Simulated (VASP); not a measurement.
# Ta4F in VASP: relaxation of the atoms with LDA

Aim: the relaxation of the atoms of Ta4F with LDA.

All numbers are computed with VASP 6.6.1; they aren't measurements. Logs are shortened: lines on timing, memory, paths and dates and some standing lists are left out, and cuts for length are marked.

## (1) The cell of the first run

The cell holds a slab with vacuum, 5 atoms: a = 3.253 Å, b = 3.253 Å, c = 20.214 Å, α = 90.00°, β = 90.00°, γ = 90.00°.

## (2) Relaxation of the atoms, LDA

INCAR reads:

```
  ALGO = Normal
  DIPOL = 0.5 0.5 0.346
  EDIFF = 1E-6
  EDIFFG = -0.025
  ENCUT = 520
  IBRION = 2
  IDIPOL = 3
  ISIF = 2
  ISMEAR = 0
  LASPH = T
  LCHARG = F
  LDIPOL = T
  LREAL = F
  LWAVE = F
  NELM = 60
  NSW = 36
  PREC = Accurate
  SIGMA = 0.1
```

KPOINTS reads:

```
k-points
0
Gamma
  8 8 1
```

POSCAR reads:

```
Ta4F
1.0
    3.2528679937      0.0000000000      0.0000000000
    0.0000000000      3.2528679937      0.0000000000
    0.0000000000      0.0000000000     20.2137485622
Ta F
4 1
Selective dynamics
Direct
    0.5000000000      0.5000000000      0.1978851170  F F F
    0.0000000000      0.0000000000      0.2783468875  F F F
    0.5000000000      0.5000000000      0.3580282239  F F F
    0.0000000000      0.0000000000      0.4310802885  F F F
    0.5000000000      0.5000000000      0.4671218253  F F T
```

Potentials or basis: VASP PAW LDA potentials, release 64 (Ta_pv, F).

Started as:

```
$ cat potpaw_LDA.64/Ta_pv/POTCAR potpaw_LDA.64/F/POTCAR > POTCAR
$ mpirun -np 1 vasp_std > vasp.out
```

OUTCAR:

```text
EDIFF = 1E-6
   EDIFFG = -0.025
   ENCUT = 520
   IBRION = 2
   ISIF = 2
   ISMEAR = 0
   LASPH = T
   LREAL = F
   NELM = 60
   NSW = 36
   PREC = Accurate

 ion  position               nearest neighbor table
   1  0.500  0.500  0.198-   2 2.82   2 2.82   2 2.82   2 2.82   3 3.24
   2  0.000  0.000  0.278-   3 2.81   3 2.81   3 2.81   3 2.81   1 2.82   1 2.82   1 2.82   1 2.82
                             4 3.09
   3  0.500  0.500  0.358-   5 2.21   4 2.73   4 2.73   4 2.73   4 2.73   2 2.81   2 2.81   2 2.81
                             2 2.81   1 3.24
   4  0.000  0.000  0.431-   5 2.41   5 2.41   5 2.41   5 2.41   3 2.73   3 2.73   3 2.73   3 2.73
                             2 3.09
   5  0.500  0.500  0.467-   3 2.21   4 2.41   4 2.41   4 2.41   4 2.41

  LATTYP: Found a simple tetragonal cell.
 ALAT       =     3.2528679937
 C/A-ratio  =     6.2141312225

  Lattice vectors:

 A1 = (   3.2528679937,   0.0000000000,   0.0000000000)
 A2 = (   0.0000000000,   3.2528679937,   0.0000000000)
 A3 = (   0.0000000000,   0.0000000000,  20.2137485622)

Analysis of symmetry for initial positions (statically):
=====================================================================
 Subroutine PRICEL returns:
 Original cell was already a primitive cell.

 Routine SETGRP: Setting up the symmetry group for a
 simple tetragonal supercell.

 Subroutine GETGRP returns: Found  8 space group operations
 (whereof  8 operations were pure point group operations)
 out of a pool of 16 trial point group operations.

The static configuration has the point symmetry C_4v.

Analysis of symmetry for dynamics (positions and initial velocities):
=====================================================================
 Subroutine PRICEL returns:
 Original cell was already a primitive cell.

 Routine SETGRP: Setting up the symmetry group for a
 simple tetragonal supercell.

 Subroutine GETGRP returns: Found  8 space group operations
 (whereof  8 operations were pure point group operations)
 out of a pool of 16 trial point group operations.

The dynamic configuration has the point symmetry C_4v.

Analysis of constrained symmetry for selective dynamics:
=====================================================================
 Subroutine PRICEL returns:
 Original cell was already a primitive cell.
[... 160 lines left out ...]
  -------------------------------------------------------------------------------------
  Total       -2.3950934     -2.3950934      1.9102002      0.0000000      0.0000000      0.0000000
  in kB      -17.9412748    -17.9412748     14.3090147      0.0000000      0.0000000      0.0000000
  external PRESSURE =      -7.1911783 kB  Pullay stress =       0.0000000 kB
[... 26 lines left out ...]
--------------------------------------- Ionic step        2  -------------------------------------------

 number of electron      51.0000006 magnetization

 E-fermi :   0.0046     XC(G=0):  -5.6511

 val. band max:       -0.0336048112   @ k =   0.5000   0.0000   0.0000
 cond. band min:       0.0137732076   @ k =   0.0000   0.0000   0.0000
 fundamental gap:      0.0473780188
 Fermi energy:         0.0046283850

 k-point     1 :       0.0000    0.0000    0.0000
  band No.  band energies     occupation
      1     -35.0485      2.00000
      2     -35.0485      2.00000
      3     -34.9275      2.00000
      4     -34.7916      2.00000
      5     -34.5573      2.00000
      6     -34.5573      2.00000
[... 594 lines left out ...]
  FREE ENERGIE OF THE ION-ELECTRON SYSTEM (eV)
  ---------------------------------------------------
  free  energy   TOTEN  =       -52.8152967064 eV

  energy  without entropy=      -52.7925694149  energy(sigma->0) =      -52.80393306

 dipolmoment           0.000000      0.000000     -0.115948 electrons x Angstroem

--------------------------------------- Ionic step        5  -------------------------------------------

 number of electron      51.0000006 magnetization

------------------------ aborting loop because EDIFF is reached ----------------------------------------

 vacuum level on the upper side and lower side of the slab       (xc-potential included)        -0.062        -0.328

  FORCE on cell =-STRESS in cart. coord.  units (eV):
  Direction    XX          YY          ZZ          XY          YZ          ZX
  --------------------------------------------------------------------------------------
  -------------------------------------------------------------------------------------
  Total       -4.7698845     -4.7698845     -1.0578763      0.0000000      0.0000000     -0.0000000
  in kB      -35.7304681    -35.7304681     -7.9243880      0.0000000      0.0000000     -0.0000000
  external PRESSURE =     -26.4617747 kB  Pullay stress =       0.0000000 kB
[... 26 lines left out ...]
--------------------------------------- Ionic step        6  -------------------------------------------

 number of electron      51.0000007 magnetization

 dipolmoment           0.000000      0.000000      0.017333 electrons x Angstroem

 Free energy of the ion-electron system (eV)
  ---------------------------------------------------
  ext. energy  EPLUGINS =         0.00000000
  ---------------------------------------------------
  free energy    TOTEN  =       -52.95381223 eV

  energy without entropy =      -52.92766166  energy(sigma->0) =      -52.94073694

 E-fermi :  -0.4804     XC(G=0):  -5.6422

 val. band max:       -0.5471415835   @ k =   0.3750   0.3750   0.0000
 cond. band min:      -0.4627946449   @ k =   0.5000   0.0000   0.0000
 fundamental gap:      0.0843469386
 Fermi energy:        -0.4804173314

 k-point     1 :       0.0000    0.0000    0.0000
  band No.  band energies     occupation
      1     -35.3732      2.00000
      2     -35.3127      2.00000
      3     -35.3127      2.00000
      4     -35.2453      2.00000
      5     -35.0262      2.00000
      6     -35.0262      2.00000
[... 484 lines left out ...]
     29       1.8528      0.00000
     30       2.0271      0.00000

------------------------ aborting loop because EDIFF is reached ----------------------------------------

 vacuum level on the upper side and lower side of the slab       (xc-potential included)         0.133        -0.309

  FORCE on cell =-STRESS in cart. coord.  units (eV):
  Direction    XX          YY          ZZ          XY          YZ          ZX
  --------------------------------------------------------------------------------------
  -------------------------------------------------------------------------------------
  Total       -4.8345911     -4.8345911     -1.1011125      0.0000000      0.0000000     -0.0000000
  in kB      -36.2151752    -36.2151752     -8.2482637      0.0000000      0.0000000     -0.0000000
  external PRESSURE =     -26.8928713 kB  Pullay stress =       0.0000000 kB
[... 20 lines left out ...]
  FREE ENERGIE OF THE ION-ELECTRON SYSTEM (eV)
  ---------------------------------------------------
  free  energy   TOTEN  =       -52.9538122263 eV

  energy  without entropy=      -52.9276616605  energy(sigma->0) =      -52.94073694

 reached required accuracy - stopping structural energy minimisation

 vacuum level on the upper side and lower side of the slab         4.096         3.653
```

OSZICAR:

```text
N       E                     dE             d eps       ncg     rms          rms(c)
DAV:   1     0.427090653508E+03    0.42709E+03   -0.28694E+04  1156   0.148E+03
DAV:   2    -0.304716404009E+02   -0.45756E+03   -0.44834E+03  1072   0.390E+02
DAV:   3    -0.573686735748E+02   -0.26897E+02   -0.26349E+02  1106   0.833E+01
[... 118 lines left out ...]
DAV:  10    -0.529538055794E+02   -0.29096E-05   -0.39966E-07   568   0.283E-03    0.133E-03
DAV:  11    -0.529538085048E+02   -0.29254E-05   -0.35180E-07   582   0.277E-03    0.116E-03
DAV:  12    -0.529538101281E+02   -0.16233E-05   -0.15080E-07   530   0.141E-03    0.988E-04
DAV:  13    -0.529538116451E+02   -0.15170E-05   -0.26802E-07   574   0.157E-03    0.586E-04
DAV:  14    -0.529538122263E+02   -0.58123E-06   -0.83255E-08   510   0.105E-03
   6 F= -.52953812E+02 E0= -.52940737E+02  d E =-.385284E+00
```

Run time: 13 min. Hardware: 1 thread of Oxide Virtual Turin-like, shared host; peak memory 0.24 GiB.

Results:

- Free energy: -52.9538 eV
- Energy gained by relaxing: 77.1 meV/atom
- Ionic steps: 6
- Band gap on the k mesh: zero (an odd number of electrons rules out a gap without spin polarisation)

The path:
| step | energy change (eV) | largest force on free atoms (eV/Å) | pressure (GPa) |
| --- | --- | --- | --- |
| 1 | 0.0000 | 2.1097 | -0.72 |
| 2 | -0.1766 | 1.3918 | -1.36 |
| 3 | -0.3520 | 0.4838 | -2.22 |
| 4 | -0.2468 | 1.0695 | -3.53 |
| 5 | -0.3850 | 0.0458 | -2.65 |
| 6 | -0.3853 | 0.0018 | -2.69 |

Final structure:
```
Ta F
1.0
     3.25287    0.00000    0.00000
     0.00000    3.25287    0.00000
     0.00000    0.00000   20.21375
Ta F
4 1
Direct
  0.50000 0.50000 0.19789
  0.00000 0.00000 0.27835
  0.50000 0.50000 0.35803
  0.00000 0.00000 0.43108
  0.50000 0.50000 0.48861
```

Caveat: spin-orbit coupling is left out, which moves the levels of the heavy elements; an odd number of electrons without spin polarisation forces a metal; a magnetic or distorted state may lie lower.
